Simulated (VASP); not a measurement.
# Si (P1) in VASP: single point with LDA

Aim: the single point of Si with LDA.

Program: VASP 6.6.1. These are calculated values, not measurements. Logs are shortened: lines on timing, memory, paths and dates and some standing lists are left out, and cuts for length are marked.

## (1) The cell of the first run

The typed cell holds 12 atoms: a = 3.817 Å, b = 5.043 Å, c = 15.139 Å, α = 86.37°, β = 94.82°, γ = 67.77°.

## (2) Single point, LDA (the part above a cut slid along it)

Input file INCAR:

```
ALGO = Normal ; EDIFF = 1E-7
ENCUT = 520 ; ISIF = 2
ISMEAR = 0 ; LASPH = T
LCHARG = T ; LELF = T
LREAL = F ; LVHAR = T
LWAVE = F ; NBANDS = 36
NELM = 100 ; PREC = Accurate
SIGMA = 0.03
```

Input file KPOINTS:

```
k-points
0
Gamma
  9 7 3
```

Input file POSCAR:

```
Si
1.0
    0.0000000000      0.0000000000     -3.8165079742
   -3.3010168595     -3.3010168595     -1.9082539871
  -11.7104963128      9.5098184064      1.2721693247
Si
12
Direct
    0.8363907173      0.5571456054      0.2554905600
    0.1475092754      0.3497332333      0.8777276763
    0.4919499964      0.4534394194      0.5666091181
    0.4786998427      0.2725273546      0.2554905600
    0.7898184008      0.0651149825      0.8777276763
    0.1342591218      0.1688211686      0.5666091181
    0.0576281355     -0.0185520903      0.0556562710
    0.3687466936     -0.2259644624      0.6778933873
    0.7131874146     -0.1222582764      0.3667748291
    0.2574624245     -0.1517749496      0.4553248489
    0.6019031454     -0.0480687636      0.1442062908
    0.9130217035     -0.2554811357      0.7664434071
```

Potentials or basis: VASP PAW LDA potentials, release 64 (Si).

Launch:

```console
$ cat potpaw_LDA.64/Si/POTCAR > POTCAR
$ mpirun -np 1 vasp_std > vasp.out
```

OUTCAR:

```text
EDIFF = 1E-7
   ENCUT = 520
   ISIF = 2
   ISMEAR = 0
   LASPH = T
   LREAL = F
   NELM = 100
   PREC = Accurate

 ion  position               nearest neighbor table
   1  0.836  0.557  0.255-   4 2.33   4 2.33   9 2.36  11 2.36
   2  0.148  0.350  0.878-   5 2.33   5 2.33  12 2.36
   3  0.492  0.453  0.567-   6 2.33   6 2.33  10 2.36   8 2.36
   4  0.479  0.273  0.255-   1 2.33   1 2.33   9 2.36  11 2.36
   5  0.790  0.065  0.878-   2 2.33   2 2.33  12 2.36   7 2.75
   6  0.134  0.169  0.567-   3 2.33   3 2.33   8 2.36  10 2.36
   7  0.058  0.981  0.056-  11 2.33  11 2.33   5 2.75
   8  0.369  0.774  0.678-  12 2.33  12 2.33   6 2.36   3 2.36
   9  0.713  0.878  0.367-  10 2.33  10 2.33   1 2.36   4 2.36
  10  0.257  0.848  0.455-   9 2.33   9 2.33   3 2.36   6 2.36
  11  0.602  0.952  0.144-   7 2.33   7 2.33   1 2.36   4 2.36
  12  0.913  0.745  0.766-   8 2.33   8 2.33   2 2.36   5 2.36

  LATTYP: Found a triclinic cell.
 ALAT       =     3.8165079742
 B/A-ratio  =     4.5625650943
 C/A-ratio  =     1.3214431488
 COS(alpha) =     0.0142405446
 COS(beta)  =     0.3783742043
 COS(gamma) =     0.4748790695

  Lattice vectors:

 A1 = (   0.0000000000,   0.0000000000,   3.8165079742)
 A2 = (   8.4094794533, -12.8108352659,   8.2691006108)
 A3 = (   3.3010168595,   3.3010168595,   1.9082539871)

Analysis of symmetry for initial positions (statically):
=====================================================================
 Subroutine PRICEL returns:
 Original cell was already a primitive cell.

 Routine SETGRP: Setting up the symmetry group for a
 triclinic supercell.

 Subroutine GETGRP returns: Found  1 space group operations
 (whereof  1 operations were pure point group operations)
 out of a pool of  2 trial point group operations.

The static configuration has the point symmetry C_1 .

Analysis of symmetry for dynamics (positions and initial velocities):
=====================================================================
 Subroutine PRICEL returns:
 Original cell was already a primitive cell.

 Routine SETGRP: Setting up the symmetry group for a
 triclinic supercell.

 Subroutine GETGRP returns: Found  1 space group operations
 (whereof  1 operations were pure point group operations)
 out of a pool of  2 trial point group operations.

The dynamic configuration has the point symmetry C_1 .

 Subroutine INISYM returns: Found  1 space group operations
 (whereof  1 operations are pure point group operations),
 and found     1 'primitive' translations

----------------------------------------------------------------------------------------

                                     Primitive cell

  volume of cell :     267.3411

  direct lattice vectors                    reciprocal lattice vectors
     0.000000000  0.000000000 -3.816507974     0.052171912  0.099296566 -0.262019628
    -3.301016859 -3.301016859 -1.908253987    -0.135760260 -0.167176696  0.000000000
   -11.710496313  9.509818406  1.272169325    -0.047124655  0.047124655  0.000000000

  length of vectors
     3.816507974  5.043298315 15.139048345     0.285019301  0.215357600  0.066644326

  position of ions in fractional coordinates (direct lattice)
     0.836390717  0.557145605  0.255490560
     0.147509275  0.349733233  0.877727676
     0.491949996  0.453439419  0.566609118
     0.478699843  0.272527355  0.255490560
     0.789818401  0.065114982  0.877727676
     0.134259122  0.168821169  0.566609118
     0.057628136  0.981447910  0.055656271
     0.368746694  0.774035538  0.677893387
     0.713187415  0.877741724  0.366774829
     0.257462424  0.848225050  0.455324849
     0.601903145  0.951931236  0.144206291
     0.913021704  0.744518864  0.766443407

  ion indices of the primitive-cell ions
   primitive index   ion index
                 1           1
                 2           2
                 3           3
                 4           4
                 5           5
                 6           6
                 7           7
                 8           8
                 9           9
                10          10
                11          11
                12          12

----------------------------------------------------------------------------------------

 KPOINTS: k-points

Automatic generation of k-mesh.
 Grid dimensions read from file:
 generate k-points for:    9    7    3

 Generating k-lattice:

  Cartesian coordinates                     Fractional coordinates (reciprocal lattice)
     0.005796879  0.011032952 -0.029113292     0.111111111  0.000000000  0.000000000
    -0.019394323 -0.023882385  0.000000000     0.000000000  0.142857143  0.000000000
    -0.015708218  0.015708218  0.000000000     0.000000000  0.000000000  0.333333333

  Length of vectors
     0.031668811  0.030765371  0.022214775

  Shift w.r.t. Gamma in fractional coordinates (k-lattice)
     0.000000000  0.000000000  0.000000000

 Subroutine IBZKPT returns following result:
 ===========================================

 Found     95 irreducible k-points:

 Following reciprocal coordinates:
            Coordinates               Weight
  0.000000  0.000000  0.000000      1.000000
  0.111111  0.000000  0.000000      2.000000
  0.222222  0.000000  0.000000      2.000000
  0.333333  0.000000  0.000000      2.000000
  0.444444  0.000000  0.000000      2.000000
  0.000000  0.142857  0.000000      2.000000
[... 16 lines left out ...]
 -0.111111  0.285714  0.000000      2.000000
  0.000000  0.428571  0.000000      2.000000
 [... further k-points ...]
   k-points           NKPTS =     95   k-points in BZ     NKDIM =     95   number of bands    NBANDS=     36
   number of dos      NEDOS =    301   number of ions     NIONS =     12
   total plane-waves  NPLWV = 134400
   dimension x,y,z NGX =    28 NGY =   40 NGZ =  120
   dimension x,y,z NGXF=    56 NGYF=   80 NGZF=  240
   ions per type =              12
   NGX,Y,Z   is equivalent  to a cutoff of  12.20, 13.19, 13.18 a.u.
   NGXF,Y,Z  is equivalent  to a cutoff of  24.39, 26.37, 26.36 a.u.
 SYSTEM =  unknown system
   PREC   = accura    normal or accurate (medium, high low for compatibility)
   ISTART =      0    job   : 0-new  1-cont  2-samecut
   ICHARG =      2    charge: 1-file 2-atom 10-const
   ISPIN  =      1    spin polarized calculation?
   LNONCOLLINEAR =      F non collinear calculations
   LSORBIT =      F    spin-orbit coupling
   LASPH  =      T    aspherical Exc in radial PAW
   ENCUT  =  520.0 eV  38.22 Ry    6.18 a.u.   7.10  9.38 28.15*2*pi/ulx,y,z
   NELM   =    100;   NELMIN=  2; NELMDL= -5     # of ELM steps
   EDIFF  = 0.1E-06   stopping-criterion for ELM
   LREAL  =      F    real-space projection
   EDIFFG = 0.1E-05   stopping-criterion for IOM
   NSW    =      0    number of steps for IOM
   IBRION =     -1    ionic relax: 0-MD 1-quasi-New 2-CG
   NFREE  =      0    steps in history (QN), initial steepest desc. (CG)
   ISIF   =      2    stress and relaxation
   ISYM   =      2    0-nonsym 1-usesym 2-fastsym
   POTIM  = 0.5000    time-step for ionic-motion
   TEBEG  =    0.0;   TEEND  =   0.0 temperature during run
   PSTRESS=    0.0 pullay stress
   NELECT =      48.0000    total number of electrons
   NUPDOWN=      -1.0000    fix difference up-down
   EMIN   =  10.00;   EMAX   =-10.00  energy-range for DOS
   EFERMI =   0.00;   METHOD = LEGACY
   ISMEAR =     0;   SIGMA  =   0.03  broadening in eV -4-tet -1-fermi 0-gaus
   EFERMI_NEDOS =   21; number of points for ismear=-14 and -15
   IALGO  =     38    algorithm
   IMIX   =      4    mixing-type and parameters
     AMIX     =   0.40;   BMIX     =  1.00
     AMIX_MAG =   1.60;   BMIX_MAG =  1.00
  volume/ion in A,a.u.               =      22.28       150.34
  Fermi-wavevector in a.u.,A,eV,Ry     =   0.923563  1.745282 11.605350  0.852969
  Thomas-Fermi vector in A             =   2.049214
   LORBIT       =      0    0 simple, 1 ext, 2 COOP (PROOUT), +10 PAW based schemes
   GGA     = CA    functional components
   LHFCALC =     F    Hartree Fock is set to
   AEXX    =    0.0000 exact exchange contribution
   IVDW    =     0    specifies the selected vdW correction
   LEPSILON=     F    determine dielectric tensor
   LRPA    =     F    only Hartree local field effects (RPA)
 non-spin polarized calculation
 Gauss-broadening in eV      SIGMA  =   0.03
  energy-cutoff  :      520.00
  volume of cell :      267.34
 maximum number of plane-waves:      7225
   NGX = 15   NGY = 19   NGZ = 57

 number of electron      48.0000000 magnetization

 Free energy of the ion-electron system (eV)
  ---------------------------------------------------
  ext. energy  EPLUGINS =         0.00000000
  ---------------------------------------------------
  free energy    TOTEN  =       -67.55865213 eV

  energy without entropy =      -67.55804183  energy(sigma->0) =      -67.55834698

 E-fermi :   4.9907     XC(G=0):  -9.1142

 val. band max:        4.9496923326   @ k =   0.0000  -0.4286   0.3333
 cond. band min:       4.9910814154   @ k =   0.4444   0.2857   0.3333
 fundamental gap:      0.0413890828
 Fermi energy:         4.9906529338

 k-point     1 :       0.0000    0.0000    0.0000
  band No.  band energies     occupation
      1      -7.1912      2.00000
      2      -6.7547      2.00000
      3      -6.1542      2.00000
      4      -4.8461      2.00000
      5      -4.4025      2.00000
      6      -3.1347      2.00000
[... 28 lines left out ...]
     35       7.1329      0.00000
     36       7.5897      0.00000

 k-point     2 :       0.1111    0.0000    0.0000
  band No.  band energies     occupation
      1      -7.0694      2.00000
      2      -6.6392      2.00000
      3      -6.0297      2.00000
      4      -4.7509      2.00000
      5      -4.2723      2.00000
      6      -3.0830      2.00000
[... 28 lines left out ...]
     35       7.8691      0.00000
     36       7.9811      0.00000
[... 817 lines left out ...]
     35       8.5385      0.00000
     36       8.7266      0.00000

 k-point    24 :       0.0000    0.4286    0.0000
  band No.  band energies     occupation
      1      -6.2771      2.00000
      2      -5.8496      2.00000
      3      -5.3790      2.00000
      4      -5.1250      2.00000
      5      -5.0520      2.00000
      6      -4.6955      2.00000
[... 28 lines left out ...]
     35       8.7964      0.00000
     36       8.9697      0.00000

 [... further k-points ...]
[... 5 lines left out ...]
  --------------------------------------------------------------------------------------
  -------------------------------------------------------------------------------------
  Total       -3.3643310     -4.1295090     -1.4087988      2.8140218      0.9965091     -0.6764063
  in kB      -20.1624622    -24.7481800     -8.4429421     16.8644547      5.9720871     -4.0537082
  external PRESSURE =     -17.7845281 kB  Pullay stress =       0.0000000 kB

 VOLUME and BASIS-vectors are now :
 -----------------------------------------------------------------------------
  energy-cutoff  :      520.00
  volume of cell :      267.34
      direct lattice vectors                 reciprocal lattice vectors
     0.000000000  0.000000000 -3.816507974     0.052171912  0.099296566 -0.262019628
    -3.301016859 -3.301016859 -1.908253987    -0.135760260 -0.167176696  0.000000000
   -11.710496313  9.509818406  1.272169325    -0.047124655  0.047124655  0.000000000

 POSITION                                       TOTAL-FORCE (eV/Angst)
 -----------------------------------------------------------------------------------
     -4.83107      0.59052     -3.93024        -0.023393      0.077237     -0.003741
    -11.43310      7.19256     -0.11373        -0.160900      0.251775      0.286007
     -8.13209      3.89154     -2.02199         0.021537      0.006350      0.014830
     -3.89154      1.53005     -2.02199        -0.060384      0.012478      0.080543
    -10.49357      8.13209     -2.02199        -0.984332      0.574650     -0.572987
     -7.19256      4.83107     -0.11373        -0.023953     -0.006519     -0.021925
     -3.89154     -2.71050     -2.02199         1.108513     -1.168556      0.362535
    -10.49357      3.89154     -2.02199        -0.143255      0.053228      0.010076
     -7.19256      0.59052     -3.93024        -0.014777      0.005146     -0.000001
     -8.13209      1.53005     -2.02199        -0.011989     -0.017841      0.001509
     -4.83107     -1.77097     -3.93024         0.309514     -0.330188     -0.090700
    -11.43310      4.83107     -3.93024        -0.016581      0.542240     -0.066146
 -----------------------------------------------------------------------------------
    total drift:                               -0.000033     -0.000002      0.000050

  FREE ENERGIE OF THE ION-ELECTRON SYSTEM (eV)
  ---------------------------------------------------
  free  energy   TOTEN  =       -67.5586521277 eV

  energy  without entropy=      -67.5580418348  energy(sigma->0) =      -67.55834698
```

It took 10 min on 1 thread of AMD EPYC 9R45 (Zen 5), shared host; peak memory 0.65 GiB.

What came out:

* Free energy: -67.5587 eV
* Pressure: -1.8 GPa
* Largest force: 1.651 eV/Å
* Band gap on the k mesh: zero (bands 24 and 25 overlap by 0.22 eV)

Forces on the atoms (eV/Å):
```
Si  -0.023  0.077 -0.004
Si  -0.161  0.252  0.286
Si   0.022  0.006  0.015
Si  -0.060  0.012  0.081
Si  -0.984  0.575 -0.573
Si  -0.024 -0.007 -0.022
Si   1.109 -1.169  0.363
Si  -0.143  0.053  0.010
Si  -0.015  0.005  0.000
Si  -0.012 -0.018  0.002
Si   0.310 -0.330 -0.091
Si  -0.017  0.542 -0.066
```

Stress tensor (GPa, compression positive):
```
-2.02  1.69 -0.41
 1.69 -2.47  0.60
-0.41  0.60 -0.84
```

Levels at points of the mesh, in eV from the Fermi level:
| k point | band 20 | band 21 | band 22 | band 23 | band 24 | band 25 | band 26 | band 27 | band 28 | band 29 |
| --- | --- | --- | --- | --- | --- | --- | --- | --- | --- | --- |
| (0.00, 0.00, 0.00) | -1.68 | -1.66 | -1.63 | -1.41 | -0.37 | 0.07 | 0.85 | 1.12 | 1.54 | 1.59 |

Caveat: the cell differs from its parent crystal (the part above a cut slid along it); semilocal functionals underestimate gaps, and a narrow one can read as zero; forces of over 1 eV/Å act on the atoms, so gaps and moduli don't describe the material at rest.

The gap in the log of VASP goes by the Fermi energy; the results here count the filled bands.